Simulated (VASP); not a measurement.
# TiAl (P4/mmm) in VASP: relaxation of cell and atoms with r2SCAN+rVV10

Aim: the relaxation of cell and atoms of TiAl with r2SCAN+rVV10.

Everything below comes from runs of VASP 6.6.1. Logs are shortened: lines on timing, memory, paths and dates and some standing lists are left out, and cuts for length are marked.

### Step 1. The cell of the first run

It takes space group P4/mmm (No. 123, tetragonal). Conventional cell: a = 2.811 Å, b = 2.811 Å, c = 4.066 Å, α = 90.00°, β = 90.00°, γ = 90.00°. Ti (site symmetry 4/mmm) has 4 Ti at 2.81 Å and 8 Al at 2.84 Å within 3.7 Å. Within 3.7 Å of Al (site symmetry 4/mmm) lie 4 Al at 2.81 Å and 8 Ti at 2.84 Å.

### Step 2. Relaxation of cell and atoms, r2SCAN+rVV10

File POSCAR:

```
TiAl
1.0
    2.8107518100      0.0000000000      0.0000000000
    0.0000000000      2.8107518100      0.0000000000
    0.0000000000      0.0000000000      4.0664219200
Ti Al
1 1
Direct
    0.5000000000      0.5000000000      0.5000000000
    0.0000000000      0.0000000000      0.0000000000
```

File INCAR.step1:

```
ALGO = Normal ; EDIFF = 1E-4
ENCUT = 600 ; GGA = PE
ISMEAR = 0 ; LASPH = T
LCHARG = F ; LREAL = F
LWAVE = T ; NELM = 100
PREC = Accurate ; SIGMA = 0.1
```

File INCAR.step2:

```
ALGO = Normal ; BPARAM = 11.95
CPARAM = 0.0093 ; EDIFF = 1E-6
EDIFFG = -0.002 ; ENCUT = 600
IBRION = 2 ; ISIF = 3
ISMEAR = 0 ; ISTART = 1
IVDW_NL = 2 ; LASPH = T
LCHARG = F ; LMIXTAU = T
LREAL = F ; LUSE_VDW = T
LWAVE = F ; METAGGA = R2SCAN
NELM = 100 ; NSW = 100
PREC = Accurate ; SIGMA = 0.1
```

File KPOINTS:

```
k-points
0
Gamma
  14 14 10
```

Potentials or basis: VASP PAW PBE potentials, release 64 (Ti_sv, Al).

Started as:

```
$ cat potpaw_PBE.64/Ti_sv/POTCAR potpaw_PBE.64/Al/POTCAR > POTCAR
$ cp INCAR.step1 INCAR
$ mpirun -np 1 vasp_std > vasp.out
$ cp INCAR.step2 INCAR
$ mpirun -np 1 vasp_std > vasp.out
```

OUTCAR:

```text
BPARAM = 11.95
   EDIFF = 1E-6
   EDIFFG = -0.002
   ENCUT = 600
   IBRION = 2
   ISIF = 3
   ISMEAR = 0
   ISTART = 1
   IVDW_NL = 2
   LASPH = T
   LREAL = F
   METAGGA = R2SCAN
   NELM = 100
   NSW = 100
   PREC = Accurate

 ion  position               nearest neighbor table
   1  0.500  0.500  0.500-   2 2.84   2 2.84   2 2.84   2 2.84   2 2.84   2 2.84   2 2.84   2 2.84

   2  0.000  0.000  0.000-   1 2.84   1 2.84   1 2.84   1 2.84   1 2.84   1 2.84   1 2.84   1 2.84

  LATTYP: Found a simple tetragonal cell.
 ALAT       =     2.8107518100
 C/A-ratio  =     1.4467381665

  Lattice vectors:

 A1 = (   2.8107518100,   0.0000000000,   0.0000000000)
 A2 = (   0.0000000000,   2.8107518100,   0.0000000000)
 A3 = (   0.0000000000,   0.0000000000,   4.0664219200)

Analysis of symmetry for initial positions (statically):
=====================================================================
 Subroutine PRICEL returns:
 Original cell was already a primitive cell.

 Routine SETGRP: Setting up the symmetry group for a
 simple tetragonal supercell.

 Subroutine GETGRP returns: Found 16 space group operations
 (whereof 16 operations were pure point group operations)
 out of a pool of 16 trial point group operations.

The static configuration has the point symmetry D_4h.

Analysis of symmetry for dynamics (positions and initial velocities):
=====================================================================
 Subroutine PRICEL returns:
 Original cell was already a primitive cell.

 Routine SETGRP: Setting up the symmetry group for a
 simple tetragonal supercell.

 Subroutine GETGRP returns: Found 16 space group operations
 (whereof 16 operations were pure point group operations)
 out of a pool of 16 trial point group operations.

The dynamic configuration has the point symmetry D_4h.

 Subroutine INISYM returns: Found 16 space group operations
 (whereof 16 operations are pure point group operations),
 and found     1 'primitive' translations

----------------------------------------------------------------------------------------

                                     Primitive cell

  volume of cell :      32.1261

  direct lattice vectors                    reciprocal lattice vectors
     2.810751810  0.000000000  0.000000000     0.355776699  0.000000000  0.000000000
     0.000000000  2.810751810  0.000000000     0.000000000  0.355776699  0.000000000
     0.000000000  0.000000000  4.066421920     0.000000000  0.000000000  0.245916439

  length of vectors
     2.810751810  2.810751810  4.066421920     0.355776699  0.355776699  0.245916439

  position of ions in fractional coordinates (direct lattice)
     0.500000000  0.500000000  0.500000000
     0.000000000  0.000000000  0.000000000

  ion indices of the primitive-cell ions
   primitive index   ion index
                 1           1
                 2           2

----------------------------------------------------------------------------------------

 KPOINTS: k-points

Automatic generation of k-mesh.
 Grid dimensions read from file:
 generate k-points for:   14   14   10

 Generating k-lattice:

  Cartesian coordinates                     Fractional coordinates (reciprocal lattice)
     0.025412621  0.000000000  0.000000000     0.071428571  0.000000000  0.000000000
     0.000000000  0.025412621  0.000000000     0.000000000  0.071428571  0.000000000
     0.000000000  0.000000000  0.024591644     0.000000000  0.000000000  0.100000000

  Length of vectors
     0.025412621  0.025412621  0.024591644

  Shift w.r.t. Gamma in fractional coordinates (k-lattice)
     0.000000000  0.000000000  0.000000000

 Subroutine IBZKPT returns following result:
 ===========================================

 Found    216 irreducible k-points:

 Following reciprocal coordinates:
            Coordinates               Weight
  0.000000  0.000000  0.000000      1.000000
  0.071429  0.000000  0.000000      4.000000
  0.142857  0.000000  0.000000      4.000000
  0.214286  0.000000  0.000000      4.000000
  0.285714  0.000000  0.000000      4.000000
  0.357143  0.000000  0.000000      4.000000
[... 16 lines left out ...]
  0.285714  0.214286  0.000000      8.000000
  0.357143  0.214286  0.000000      8.000000
 [... further k-points ...]
   k-points           NKPTS =    216   k-points in BZ     NKDIM =    216   number of bands    NBANDS=     11
   number of dos      NEDOS =    301   number of ions     NIONS =      2
   total plane-waves  NPLWV =  18432
   dimension x,y,z NGX =    24 NGY =   24 NGZ =   32
   dimension x,y,z NGXF=    48 NGYF=   48 NGZF=   64
   ions per type =               1   1
   NGX,Y,Z   is equivalent  to a cutoff of  14.20, 14.20, 13.08 a.u.
   NGXF,Y,Z  is equivalent  to a cutoff of  28.39, 28.39, 26.16 a.u.
 SYSTEM =  unknown system
   PREC   = accura    normal or accurate (medium, high low for compatibility)
   ISTART =      1    job   : 0-new  1-cont  2-samecut
   ICHARG =      0    charge: 1-file 2-atom 10-const
   ISPIN  =      1    spin polarized calculation?
   LNONCOLLINEAR =      F non collinear calculations
   LSORBIT =      F    spin-orbit coupling
   LASPH  =      T    aspherical Exc in radial PAW
   ENCUT  =  600.0 eV  44.10 Ry    6.64 a.u.   5.61  5.61  8.12*2*pi/ulx,y,z
   NELM   =    100;   NELMIN=  2; NELMDL=  0     # of ELM steps
   EDIFF  = 0.1E-05   stopping-criterion for ELM
   LREAL  =      F    real-space projection
   EDIFFG = -.2E-02   stopping-criterion for IOM
   NSW    =    100    number of steps for IOM
   IBRION =      2    ionic relax: 0-MD 1-quasi-New 2-CG
   NFREE  =      1    steps in history (QN), initial steepest desc. (CG)
   ISIF   =      3    stress and relaxation
   ISYM   =      2    0-nonsym 1-usesym 2-fastsym
   POTIM  = 0.5000    time-step for ionic-motion
   TEBEG  =    0.0;   TEEND  =   0.0 temperature during run
   PSTRESS=    0.0 pullay stress
   NELECT =      15.0000    total number of electrons
   NUPDOWN=      -1.0000    fix difference up-down
   EMIN   =  10.00;   EMAX   =-10.00  energy-range for DOS
   EFERMI =   0.00;   METHOD = LEGACY
   ISMEAR =     0;   SIGMA  =   0.10  broadening in eV -4-tet -1-fermi 0-gaus
   EFERMI_NEDOS =   21; number of points for ismear=-14 and -15
   IALGO  =     38    algorithm
   IMIX   =      4    mixing-type and parameters
     AMIX     =   0.40;   BMIX     =  1.00
     AMIX_MAG =   1.60;   BMIX_MAG =  1.00
  volume/ion in A,a.u.               =      16.06       108.40
  Fermi-wavevector in a.u.,A,eV,Ry     =   1.270046  2.400039 21.946425  1.613017
  Thomas-Fermi vector in A             =   2.403054
   LORBIT       =      0    0 simple, 1 ext, 2 COOP (PROOUT), +10 PAW based schemes
   METAGGA = R2SCAN    functional components
   LHFCALC =     F    Hartree Fock is set to
   AEXX    =    0.0000 exact exchange contribution
   IVDW_NL    =     2    kernel type
   BPARAM     =11.9500
   IVDW    =     0    specifies the selected vdW correction
   LEPSILON=     F    determine dielectric tensor
   LRPA    =     F    only Hartree local field effects (RPA)
 conjugate gradient relaxation of ions
 non-spin polarized calculation
 Gauss-broadening in eV      SIGMA  =   0.10
  energy-cutoff  :      600.00
  volume of cell :       32.13
 maximum number of plane-waves:      1104
 NGX is ok and might be reduce to    24
   NGX = 11   NGY = 11   NGZ = 17

--------------------------------------- Ionic step        1  -------------------------------------------

 number of electron      14.9999999 magnetization

 Free energy of the ion-electron system (eV)
  ---------------------------------------------------
  ext. energy  EPLUGINS =         0.00000000
  ---------------------------------------------------
  free energy    TOTEN  =       -20.25059404 eV

  energy without entropy =      -20.24269749  energy(sigma->0) =      -20.24664576

------------------------ aborting loop because EDIFF is reached ----------------------------------------

  FORCE on cell =-STRESS in cart. coord.  units (eV):
  Direction    XX          YY          ZZ          XY          YZ          ZX
  --------------------------------------------------------------------------------------
  -------------------------------------------------------------------------------------
  Total       -0.1159243     -0.1159243     -0.1114108      0.0000000      0.0000000      0.0000000
  in kB       -5.7813294     -5.7813294     -5.5562337      0.0000000      0.0000000      0.0000000
  external PRESSURE =      -5.7062975 kB  Pullay stress =       0.0000000 kB
[... 57 lines left out ...]
  energy  without entropy=      -20.2429118604  energy(sigma->0) =      -20.24679576

--------------------------------------- Ionic step        3  -------------------------------------------

 number of electron      15.0000000 magnetization

 Free energy of the ion-electron system (eV)
  ---------------------------------------------------
  ext. energy  EPLUGINS =         0.00000000
  ---------------------------------------------------
  free energy    TOTEN  =       -20.25085107 eV

  energy without entropy =      -20.24302394  energy(sigma->0) =      -20.24693750

 E-fermi :   8.4831     XC(G=0): -11.9282

 val. band max:        8.4787984654   @ k =   0.4286   0.3571   0.2000
 cond. band min:       8.4937864097   @ k =   0.2143   0.0714   0.3000
 fundamental gap:      0.0149879444
 Fermi energy:         8.4831129378

 k-point     1 :       0.0000    0.0000    0.0000
  band No.  band energies     occupation
      1     -50.4479      2.00000
      2     -25.8236      2.00000
      3     -25.3289      2.00000
      4     -25.3289      2.00000
      5      -1.1898      2.00000
      6       6.4635      2.00000
      7       7.4970      2.00000
      8       7.9369      2.00000
      9      10.8836      0.00000
     10      10.8836      0.00000
     11      12.2384      0.00000
[... 309 lines left out ...]
 k-point    24 :       0.3571    0.2143    0.0000
  band No.  band energies     occupation
      1     -50.3693      2.00000
      2     -25.7468      2.00000
      3     -25.7357      2.00000
      4     -25.4920      2.00000
      5       2.2051      2.00000
      6       6.5905      2.00000
      7       7.3104      2.00000
      8       8.4390      1.46693
      9       9.5535      0.00000
     10      10.0483      0.00000
     11      12.3018      0.00000

 [... further k-points ...]

------------------------ aborting loop because EDIFF is reached ----------------------------------------

  FORCE on cell =-STRESS in cart. coord.  units (eV):
  Direction    XX          YY          ZZ          XY          YZ          ZX
  --------------------------------------------------------------------------------------
  -------------------------------------------------------------------------------------
  Total        0.0037868      0.0037868      0.0037135      0.0000000      0.0000000      0.0000000
  in kB        0.1896987      0.1896987      0.1860302      0.0000000      0.0000000      0.0000000
  external PRESSURE =       0.1884758 kB  Pullay stress =       0.0000000 kB
[... 17 lines left out ...]
  FREE ENERGIE OF THE ION-ELECTRON SYSTEM (eV)
  ---------------------------------------------------
  free  energy   TOTEN  =       -20.2508510736 eV

  energy  without entropy=      -20.2430239364  energy(sigma->0) =      -20.24693750

 reached required accuracy - stopping structural energy minimisation
```

It took 8.8 min on 1 thread of Intel Xeon Platinum 8259CL at 2.50GHz (Skylake/Cascade Lake), shared host; peak memory 0.33 GiB.

What came out:

| Property | Result |
| --- | --- |
| Free energy | -20.2509 eV |
| Relaxed volume | 15.99 Å³/atom |
| Relaxed cell | a = 2.807 Å, b = 2.807 Å, c = 4.061 Å, α = 90.00°, β = 90.00°, γ = 90.00° |
| Space group after relaxing (to 0.1 Å) | P4/mmm (No. 123) |
| Energy gained by relaxing | 0.1 meV/atom |
| Ionic steps | 3 |
| Pressure after relaxing | 0.0 GPa |
| Band gap on the k mesh | zero (an odd number of electrons rules out a gap without spin polarisation) |

The path:
| step | energy change (eV) | largest force (eV/Å) | pressure (GPa) | volume (Å³) |
| --- | --- | --- | --- | --- |
| 1 | 0.0000 | 0.0000 | -0.57 | 32.13 |
| 2 | -0.0001 | 0.0000 | 0.42 | 31.86 |
| 3 | -0.0003 | 0.0000 | 0.02 | 31.98 |

Final structure:
```
CELL_PARAMETERS angstrom
2.80651 0.00000 0.00000
0.00000 2.80651 0.00000
0.00000 0.00000 4.06052
ATOMIC_POSITIONS crystal
Ti 0.50000 0.50000 0.50000
Al 0.00000 0.00000 0.00000
```

Levels at points of the mesh, in eV from the Fermi level:
| k point | band 5 | band 6 | band 7 | band 8 | band 9 | band 10 | band 11 |
| --- | --- | --- | --- | --- | --- | --- | --- |
| (0.00, 0.00, 0.00) | -9.67 | -2.02 | -0.99 | -0.55 | 2.40 | 2.40 | 3.76 |
| (0.50, 0.00, 0.00) | -4.92 | -4.84 | -1.83 | -0.27 | 2.08 | 2.78 | 4.62 |
| (0.50, 0.50, 0.00) | -3.31 | -0.58 | -0.58 | -0.43 | -0.20 | -0.20 | 4.43 |
| (0.00, 0.00, 0.50) | -8.13 | -5.69 | -0.80 | 0.76 | 2.03 | 2.03 | 3.77 |
| (0.50, 0.00, 0.50) | -5.18 | -3.31 | -1.39 | -1.32 | 1.57 | 2.14 | 2.55 |
| (0.50, 0.50, 0.50) | -2.64 | -2.43 | -2.43 | 2.20 | 2.40 | 2.65 | 4.30 |

Caveat: the PAW data sets were made with another functional, which shifts forces and pressure a little.
